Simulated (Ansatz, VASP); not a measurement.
## One calculation of Bi, two programs

Contents of INCAR:

```
SYSTEM = Bi
ALGO = Fast ; EDIFF = 1E-6
ENCUT = 520 ; ISIF = 2
ISMEAR = -1 ; LASPH = .TRUE.
LCHARG = .FALSE. ; LREAL = .FALSE.
LWAVE = .FALSE. ; NBANDS = 22
NELM = 80 ; PREC = Accurate
SIGMA = 0.05
```

Contents of KPOINTS:

```
k-points
0
G
  6 6 9
  0 0 0
```

File POSCAR:

```
Bi
1.0
    3.4173821397     -3.0686298933      0.0000000000
    3.4173821397      3.0686298933      0.0000000000
   -1.2345086997      0.0000000000      3.0499903288
Bi
2
Direct
    0.7530610000      0.7530610000      0.8573820000
    0.2469390000      0.2469390000      0.1426180000
```

The input input.yaml:

```yaml
crystal:
  lattice:
    - [3.4173821397, -3.0686298933, 0.0]
    - [3.4173821397, 3.0686298933, 0.0]
    - [-1.2345086997, 0.0, 3.0499903288]
  atoms:
    - { symbol: Bi, position: [0.753061, 0.753061, 0.857382] }
    - { symbol: Bi, position: [0.246939, 0.246939, 0.142618] }
kpoints:
  mp_grid: { grid: [6, 6, 9] }
scf:
  occupations: { method: fermi_dirac, width: 0.05 }
hamiltonian:
  xc: lda
  pseudopotentials: { kind: all_electron, lapw: { basis_error: 0.001 } }
output:
  forces: true
  stress: true
  eigenvalues: true
```

Change from the starting cell: volume scaled by 0.94.

Alike in both runs: task single point; functional LDA; k mesh 6 × 6 × 9; occupations fermi-dirac, width 0.05 eV; no spin polarisation.

```csv
,VASP,Ansatz
version,VASP 6.6.1,Ansatz 0.2.0
potentials or method,"VASP PAW LDA potentials, release 64 (Bi_d), cutoff 520 eV","all-electron LAPW, scalar-relativistic"
```

|  | VASP | Ansatz | Ansatz less VASP |
| --- | --- | --- | --- |
| gap on the k mesh at the Fermi level (eV) | none | none | - |
| pressure (GPa) | -0.6 | -0.6 | -0.06 |
| traceless stress, the component that is largest in VASP (GPa) | -0.73 | -0.73 | -0.005 |

LDA's correlation is that of Perdew and Zunger in VASP and of Perdew and Wang (1992) in Ansatz. A gap of «none» marks a metal or a gap that the smearing closes. Ansatz ran all-electron here, and VASP with PAW potentials.

Spin-orbit coupling is off throughout.
